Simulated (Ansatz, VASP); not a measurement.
## One calculation of MoS2, two programs

The input INCAR:

```
SYSTEM = MoS2
PREC     = Accurate       ! precision mode
ENCUT    = 520            ! plane-wave cutoff, eV
EDIFF    = 1E-8           ! SCF threshold, eV
ISMEAR   = -1             ! smearing method
SIGMA    = 0.05           ! smearing width, eV
LREAL    = .FALSE.        ! projectors in reciprocal space
LASPH    = .TRUE.         ! aspherical terms in the spheres
NELM     = 100            ! most SCF steps
ALGO     = Normal         ! electronic algorithm
ISIF     = 2              ! what is computed and relaxed
LWAVE    = .FALSE.        ! write WAVECAR
LCHARG   = .FALSE.        ! write CHGCAR
GGA      = PS             ! functional
LEFG     = .TRUE.       
NBANDS   = 20             ! bands
```

Contents of KPOINTS:

```
Automatic mesh
0
G
  13 13 13
  0 0 0
```

Contents of POSCAR:

```
MoS2
1.0
    1.5815003568      0.9130796567      6.1233300000
   -1.5815003568      0.9130796567      6.1233300000
    0.0000000000     -1.8261593134      6.1233300000
Mo S
1 2
Direct
    0.0000000000      0.0000000000      0.0000000000
    0.7484000000      0.7484000000      0.7484000000
    0.5849000000      0.5849000000      0.5849000000
```

Input for Ansatz:

```yaml
crystal:
  lattice:
    - [1.5815003568, 0.9130796567, 6.12333]
    - [-1.5815003568, 0.9130796567, 6.12333]
    - [0.0, -1.8261593134, 6.12333]
  atoms:
    - { symbol: Mo, position: [0.0, 0.0, 0.0] }
    - { symbol: S, position: [0.7484, 0.7484, 0.7484] }
    - { symbol: S, position: [0.5849, 0.5849, 0.5849] }
kpoints:
  mp_grid: { grid: [13, 13, 13] }
  band_path:
    path:
      - [0.0, 0.0, 0.0]
      - [0.5, 0.5, 0.5]
      - [0.8185098338, 0.1814901662, 0.5]
      - [0.5, -0.1814901662, 0.1814901662]
      - [0.5, 0.0, 0.0]
      - [0.0, 0.0, 0.0]
      - [0.3407450831, -0.3407450831, 0.0]
      - [0.6592549169, 0.0, 0.3407450831]
      - [0.5, 0.0, 0.5]
    npoints: 8
scf:
  occupations: { method: fermi_dirac, width: 0.05 }
hamiltonian:
  xc: pbesol
  pseudopotentials: { kind: all_electron, datasets: crystal }
output:
  forces: true
  stress: true
  eigenvalues: true
  efg: { contact_densities: true }
```

Alike in both runs: task electric field gradients; functional PBEsol; k mesh 13 × 13 × 13; occupations fermi-dirac, width 0.05 eV; no spin polarisation.

|  | VASP | Ansatz |
| --- | --- | --- |
| version | VASP 6.6.1 | Ansatz 0.2.0 |
| potentials or method | VASP PAW PBE potentials, release 64 (Mo_sv, S), cutoff 520 eV | all-electron PAW with datasets made for the crystal, scalar-relativistic |

|  | VASP | Ansatz | Ansatz less VASP |
| --- | --- | --- | --- |
| pressure (GPa) | 4.2 | 4.3 | +0.04 |
| traceless stress, the component that is largest in VASP (GPa) | 5.09 | 5.11 | +0.014 |
| rms of the force components (eV/Å) | 0.476 | 0.477 | +0.0010 |
| size of Vzz on the site where it differs most (V/Å²) | 93.6 | 91.1 | -2.42 |

VASP's potentials were made for PBE, not for PBEsol. Atom by atom the forces differ by 0.001 eV/Å (rms over components). Ansatz ran all-electron here, and VASP with PAW potentials.
